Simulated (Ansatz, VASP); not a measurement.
# C: VASP beside Ansatz

Contents of INCAR:

```
SYSTEM = C
PREC = Accurate
ENCUT = 600
EDIFF = 1E-7
ISMEAR = 0
SIGMA = 0.02
LREAL = .False.
LASPH = .True.
NELM = 120
ALGO = Normal
ISIF = 3
LWAVE = .False.
LCHARG = .False.
GGA = CA
IBRION = 2
NSW = 100
EDIFFG = -0.005
GGA_COMPAT = .False.
NELMIN = 4
```

File KPOINTS:

```
Automatic mesh
0
Gamma
  12 12 12
  0 0 0
```

File POSCAR:

```
C
1.0
    0.0000000000      1.7660493893      1.7660493893
    1.7660493893      0.0000000000      1.7660493893
    1.7660493893      1.7660493893      0.0000000000
C
2
Direct
    0.5000000000      0.5000000000      0.5000000000
    0.7500000000      0.7500000000      0.7500000000
```

Input for Ansatz:

```yaml
crystal:
  lattice:
    - [0.0, 1.7660493893, 1.7660493893]
    - [1.7660493893, 0.0, 1.7660493893]
    - [1.7660493893, 1.7660493893, 0.0]
  atoms:
    - { symbol: C, position: [0.5, 0.5, 0.5] }
    - { symbol: C, position: [0.75, 0.75, 0.75] }
basis:
  ecutwfc: 420
kpoints:
  mp_grid: { grid: [12, 12, 12] }
hamiltonian:
  xc: lda
scf:
  occupations: { method: gaussian, width: 0.02 }
output:
  forces: true
  stress: true
  eigenvalues: true
relax:
  adjacent_minimum: "off"
  f_tol: 0.005
  max_steps: 80
  cell: { stress_tol: 0.05 }
```

Alike in both runs: task relaxation of cell and atoms; functional LDA; k mesh 12 × 12 × 12; occupations gaussian, width 0.02 eV; no spin polarisation.

|  | VASP | Ansatz |
| --- | --- | --- |
| version | VASP 6.6.1 | Ansatz 0.2.0 |
| potentials or method | VASP PAW LDA potentials, release 64 (C), cutoff 600 eV | scalar-relativistic, plane waves, PAW |
| valence electrons in the cell | 8 | 8 |

|  | VASP | Ansatz | Ansatz less VASP |
| --- | --- | --- | --- |
| gap on the k mesh at the Fermi level, each at its own relaxed structure (eV) | 4.19 | 4.20 | +0.004 |
| relaxed volume (Å³/atom) | 5.52 | 5.51 | -0.010 |
| relaxed cell length with the largest relative difference (Å) | 2.499 | 2.497 | -0.0015 |

LDA's correlation is that of Perdew and Zunger in VASP and of Perdew and Wang (1992) in Ansatz.
